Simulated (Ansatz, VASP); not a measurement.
Al: VASP beside Ansatz

POSCAR

```
Al
1.0
   -1.6541573972      1.6541573972      1.5943685756
    1.6541573972     -1.6541573972      1.5943685756
    1.5345797540      1.5345797540     -1.5943685756
Al
1
Direct
    0.0000000000      0.0000000000      0.0000000000
```

INCAR.step1

```
PREC     = Accurate       # precision mode
ENCUT    = 520            # plane-wave cutoff, eV
ISMEAR   = 0              # smearing method
SIGMA    = 0.15           # smearing width, eV
LREAL    = F              # projectors in reciprocal space
LASPH    = T              # aspherical terms in the spheres
NELM     = 80             # most SCF steps
NBANDS   = 8              # bands
GGA      = PE             # functional
ALGO     = Normal         # electronic algorithm
EDIFF    = 1E-4           # SCF threshold, eV
LWAVE    = T              # write WAVECAR
LCHARG   = F              # write CHGCAR
```

Contents of INCAR.step2:

```
PREC     = Accurate       # precision mode
ENCUT    = 520            # plane-wave cutoff, eV
EDIFF    = 1E-7           # SCF threshold, eV
ISMEAR   = 0              # smearing method
SIGMA    = 0.15           # smearing width, eV
LREAL    = F              # projectors in reciprocal space
LASPH    = T              # aspherical terms in the spheres
NELM     = 80             # most SCF steps
ALGO     = Normal         # electronic algorithm
ISIF     = 2              # what is computed and relaxed
LWAVE    = F              # write WAVECAR
LCHARG   = F              # write CHGCAR
METAGGA  = R2SCAN         # meta-GGA
LMIXTAU  = T            
NBANDS   = 8              # bands
ISTART   = 1
```

The input KPOINTS:

```
Automatic mesh
0
Gamma
  26 26 26
```

Input for Ansatz:

```yaml
crystal:
  lattice:
    - [-1.6541573972, 1.6541573972, 1.5943685756]
    - [1.6541573972, -1.6541573972, 1.5943685756]
    - [1.534579754, 1.534579754, -1.5943685756]
  atoms:
    - { symbol: Al, position: [0.0, 0.0, 0.0] }
basis:
  ecutwfc: 500
kpoints:
  mp_grid: { grid: [26, 26, 26] }
hamiltonian:
  xc: r2scan
scf:
  occupations: { method: gaussian, width: 0.15 }
output:
  forces: true
  stress: true
  eigenvalues: true
```

Change from the starting cell: strain -0.0750 x Voigt [0, 0, 0, 0, 0, 1], atoms carried along.

Alike in both runs: task single point; functional r2SCAN; k mesh 26 × 26 × 26; occupations gaussian, width 0.15 eV; no spin polarisation.

|  | VASP | Ansatz |
| --- | --- | --- |
| version | VASP 6.6.1 | Ansatz 0.2.0 |
| potentials or method | VASP PAW PBE potentials, release 64 (Al), cutoff 520 eV | scalar-relativistic, plane waves, PAW |
| valence electrons in the cell | 3 | 3 |

Ansatz gave:

| Property | Result |
| --- | --- |
| gap on the k mesh at the Fermi level (eV) | none |
| pressure (GPa) | 0.6 |
| traceless stress, the component that is largest in VASP (GPa) | 4.22 |

Task: What did VASP give for the same quantities?

Result: gap on the k mesh at the Fermi level (eV): none; pressure (GPa): 0.3; traceless stress, the component that is largest in VASP (GPa): 4.21.

VASP's potentials were made for PBE, not for r2SCAN. A gap of «none» marks a metal or a gap that the smearing closes. The functional is the same, so the differences come from potentials, cutoffs and numerics.
